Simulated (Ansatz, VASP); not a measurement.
# Two plane-wave programs on Be5ZnSe6

```
CELL_PARAMETERS angstrom
3.72436 0.00000 0.00000
-1.86218 3.22539 0.00000
0.00000 0.00000 18.32144
ATOMIC_POSITIONS crystal
Be 0.00000 0.00000 0.00450
Be 0.33333 0.66667 0.84266
Be 0.00000 0.00000 0.49083
Be 0.33333 0.66667 0.32870
Be 0.66667 0.33333 0.16661
Zn 0.66667 0.33333 0.66414
Se 0.00000 0.00000 0.88213
Se 0.33333 0.66667 0.72095
Se 0.66667 0.33333 0.53030
Se 0.00000 0.00000 0.36850
Se 0.33333 0.66667 0.20638
Se 0.66667 0.33333 0.04429
```

Alike in both runs: task relaxation of cell and atoms; functional PBE; k mesh 12 × 12 × 2; occupations gaussian, width 0.02 eV; no spin polarisation.

|  | VASP | Ansatz |
| --- | --- | --- |
| version | VASP 6.6.1 | Ansatz 0.2.0 |
| potentials or method | VASP PAW PBE potentials, release 64 (Be, Zn, Se), cutoff 600 eV | scalar-relativistic, plane waves, PAW |
| valence electrons in the cell | 58 | 118 |

```csv
,VASP,Ansatz,Ansatz less VASP
"gap on the k mesh at the Fermi level, each at its own relaxed structure (eV)",2.12,2.13,+0.004
relaxed volume (Å³/atom),18.39,18.34,-0.049
relaxed length of the cell vector where the two differ most in proportion (Å),3.728,3.724,-0.0041
```

VASP's potentials hold 58 valence electrons a cell and Ansatz's 118, so a difference there can come from the potentials and not from the codes.
